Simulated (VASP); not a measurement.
A run of VASP 6.6.1:

File INCAR:

```
SYSTEM = Zr
PREC = Accurate ; ENCUT = 520
EDIFF = 1E-6 ; ISMEAR = -1
SIGMA = 0.08 ; LREAL = .False.
LASPH = .True. ; NELM = 80
ALGO = Normal ; ISIF = 2
LWAVE = .False. ; LCHARG = .False.
LDIPOL = .True. ; IDIPOL = 3
DIPOL = 0.5 0.5 0.500 ; GGA = PE
NBANDS = 38
```

File KPOINTS:

```
Automatic mesh
0
Gamma
  15 15 1
  0 0 0
```

Contents of POSCAR:

```
Zr
1.0
    3.2310992957      0.0000000000      0.0000000000
   -1.6155496478      2.7982140722      0.0000000000
    0.0000000000      0.0000000000     26.3503000000
Zr
5
Direct
    0.0000000000      0.0000000000      0.3077549329
    0.3333333333      0.6666666667      0.3996974088
    0.0000000000      0.0000000000      0.5000000133
    0.3333333333      0.6666666667      0.6003025912
    0.0000000000      0.0000000000      0.6922450535
```

Potentials or basis: VASP PAW PBE potentials, release 64 (Zr_sv).

The run is started by

```console
$ cat potpaw_PBE.64/Zr_sv/POTCAR > POTCAR
$ mpirun -np 1 vasp_std > vasp.out
```

Hardware: 1 thread of Intel(R) Xeon(R) Platinum 8488C (Sapphire Rapids), with other jobs on the host.

Question: Estimate the wall time of this run.

Answer: Wall time 5.4 min on 1 thread of Intel(R) Xeon(R) Platinum 8488C (Sapphire Rapids), on a shared host, peak memory 0.42 GiB. Counts: scf iterations 25, k points 27.
